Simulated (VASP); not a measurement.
A run of VASP 6.6.1 is set up as follows.

Contents of INCAR:

```
SYSTEM = TiSi16
ALGO = Normal
EDIFF = 1E-7
ENCUT = 520
ISIF = 2
ISMEAR = -1
LASPH = .True.
LCHARG = .True.
LELF = .True.
LREAL = Auto
LVHAR = .True.
LWAVE = .False.
NBANDS = 52
NELM = 60
PREC = Accurate
SIGMA = 0.05
```

Contents of KPOINTS:

```
k-points
0
Gamma
  2 2 2
  0 0 0
```

Contents of POSCAR:

```
TiSi16
1.0
    0.0000000000      5.4300000000      5.4300000000
    5.4300000000      0.0000000000      5.4300000000
    5.4300000000      5.4300000000      0.0000000000
Si Ti
16 1
Direct
    0.0306721915     -0.0088489871     -0.0129373849
    0.1327808471      0.1176058932      0.1170902394
    0.0302486188     -0.0090699816      0.4990331492
    0.1082780847      0.1584622468      0.6280755064
   -0.0282044199      0.5032872928     -0.0163627993
    0.0958011050      0.6410313076      0.0925782689
   -0.0216114180      0.5736003683      0.4693646409
    0.1255064457      0.6205893186      0.6300920810
    0.5133149171      0.0107550645     -0.0017495396
    0.6618416206      0.1006998158      0.1543462247
    0.4826519337     -0.0138305709      0.5491896869
    0.6717311234      0.1079558011      0.6322651934
    0.4934438306      0.5006445672     -0.0128729282
    0.5999539595      0.6275414365      0.1301565378
    0.5186740331      0.4846593002      0.5039594843
    0.6142725599      0.6196685083      0.6237937385
    0.3626243094      0.3577255985      0.3802302026
```

Potentials or basis: VASP PAW LDA potentials, release 64 (Si, Ti_sv).

Launch:

```sh
$ cat potpaw_LDA.64/Si/POTCAR potpaw_LDA.64/Ti_sv/POTCAR > POTCAR
$ mpirun -np 1 vasp_std > vasp.out
```

Task: What does it give for the pressure?

Result: 0.1 GPa.

Task: Estimate the largest force.

Result: 1.836 eV/Å.

Stress tensor (GPa, compression positive):
```
 0.32  0.96 -0.28
 0.96 -1.16 -0.19
-0.28 -0.19  1.18
```

Caveat: the k points lie up to 0.50 Å⁻¹ apart.
